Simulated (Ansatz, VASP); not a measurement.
Two plane-wave programs on PbI2

```
CELL_PARAMETERS angstrom
4.56573 0.00000 0.00000
-2.28286 3.95403 0.00000
0.00000 0.00000 7.04108
ATOMIC_POSITIONS crystal
Pb 0.00000 0.00000 0.00000
I 0.33333 0.66667 0.26678
I 0.66667 0.33333 0.73322
```

Alike in both runs: task single point; functional PBE-based global hybrid with a share of 0.35 of exact exchange; k mesh 6 × 6 × 2; no spin polarisation.

|  | VASP | Ansatz |
| --- | --- | --- |
| version | VASP 6.6.1 | Ansatz 0.2.0 |
| potentials or method | VASP PAW PBE potentials, release 64 (Pb_d, I) | plane waves |
| plane-wave cutoff (eV) | 400 | 420 |
| occupations | gaussian, width 0.01 eV | fixed |
| valence electrons in the cell | 28 | 48 |

|  | VASP | Ansatz | Ansatz less VASP |
| --- | --- | --- | --- |
| gap on the k mesh at the Fermi level (eV) | 4.14 | 4.13 | -0.011 |
| pressure (GPa) | 0.4 | 0.5 | +0.11 |
| traceless stress, the component that is largest in VASP (GPa) | -0.08 | -0.11 | -0.021 |
| rms of the force components (eV/Å) | 0.054 | 0.054 | -0.0005 |

VASP's potentials were made for PBE, not for PBE-based global hybrid. Atom by atom the forces differ by 0.001 eV/Å (rms over components). VASP's potentials hold 28 valence electrons a cell and Ansatz's 48, so a difference there can come from the potentials and not from the codes. Ansatz's warnings: stress exchange threshold loose, stress scf threshold loose.

The k mesh is coarse, so the values compare programs but aren't converged. Neither program's run includes spin-orbit coupling.
